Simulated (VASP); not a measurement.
Input of a VASP 6.6.1 run:

Contents of INCAR:

```
SYSTEM = Ge2W3
ALGO = Normal
EDIFF = 1E-7
EDIFFG = -0.04
ENCUT = 500
GGA = PE
GGA_COMPAT = .False.
IBRION = 2
ISIF = 3
ISMEAR = 0
LASPH = .True.
LCHARG = .False.
LREAL = .False.
LWAVE = .False.
NELM = 120
NELMIN = 4
NSW = 90
PREC = Accurate
SIGMA = 0.1
```

The input KPOINTS:

```
k-points
0
Gamma
  6 6 6
  0 0 0
```

File POSCAR:

```
Ge2W3
1.0
    2.3396396300      1.3507915700      4.9547325900
   -2.3396396300      1.3507915700      4.9547325900
    0.0000000000     -2.7015831400      4.9547325900
Ge W
2 3
Direct
    0.2000460000      0.2000460000      0.2000460000
    0.7999540000      0.7999540000      0.7999540000
    0.5957440100      0.5957440100      0.5957440100
    0.4042559900      0.4042559900      0.4042559900
    0.0000000000      0.0000000000      0.0000000000
```

Potentials or basis: VASP PAW PBE potentials, release 64 (Ge_d, W_sv).

Command:

```bash
$ cat potpaw_PBE.64/Ge_d/POTCAR potpaw_PBE.64/W_sv/POTCAR > POTCAR
$ mpirun -np 1 vasp_std > vasp.out
```

Task: Predict the space group after relaxing (to 0.1 Å).

Result: R-3m (No. 166).

Task: What does it give for the band gap on the k mesh?

Result: Zero (bands 35 and 36 overlap by 0.32 eV).

Task: What does it give for the relaxed cell?

Result: a = 5.136 Å, b = 5.136 Å, c = 5.136 Å, α = 53.16°, β = 53.16°, γ = 53.16°.

Task: Predict the relaxed volume.

Result: 16.09 Å³/atom.

Forces on the atoms (eV/Å):
```
Ge   0.000  0.000 -0.002
Ge   0.000  0.000  0.002
W    0.000  0.000 -0.020
W    0.000  0.000  0.020
W    0.000  0.000  0.000
```

Caveat: spin-orbit coupling is left out, which moves the levels of the heavy elements.
